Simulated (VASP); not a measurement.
Set up this calculation in VASP 6.6.1, as the native input.

| Quantity | Value |
| --- | --- |
| Task | single point |
| Functional | LDA |
| Potentials or basis | VASP PAW LDA potentials, release 64 (Al, Ni) |
| Cutoff | 600 eV |
| k mesh | 12 × 12 × 12 |
| Occupations | gaussian, width 0.05 eV |
| Spin | no spin polarisation |
| Dipole correction | no |
| Further INCAR settings | ALGO = Normal; EDIFF = 1e-06; NBANDS = 14 |

The structure of AlNi lies in POSCAR:

```
AlNi
1.0
    2.8810014521      0.0000000000      0.0000000000
    0.0000000000      2.8810014521      0.0000000000
    0.0000000000      0.0000000000      2.8810014521
Al Ni
1 1
Direct
    0.0000000000      0.0000000000      0.0000000000
    0.5000000000      0.5000000000      0.5000000000
```

One way to write it, as run:

INCAR

```
SYSTEM = AlNi
  PREC = Accurate
  ENCUT = 600
  EDIFF = 1E-6
  ISMEAR = 0
  SIGMA = 0.05
  LREAL = .FALSE.
  LASPH = .TRUE.
  NELM = 120
  ALGO = Normal
  ISIF = 2
  LWAVE = .FALSE.
  LCHARG = .FALSE.
  NBANDS = 14
  GGA_COMPAT = .FALSE.
```

KPOINTS

```
regular mesh
0
G
  12 12 12
  0 0 0
```

Potentials or basis: VASP PAW LDA potentials, release 64 (Al, Ni).

Run with:

```sh
$ cat potpaw_LDA.64/Al/POTCAR potpaw_LDA.64/Ni/POTCAR > POTCAR
$ mpirun -np 1 vasp_std > vasp.out
```

It gave:

| Property | Result |
| --- | --- |
| Pressure | -8.1 GPa |

It took 17 s on 1 thread of AMD EPYC 7R13 Processor (Zen 3), with other jobs on the host, peak memory 0.12 GiB.
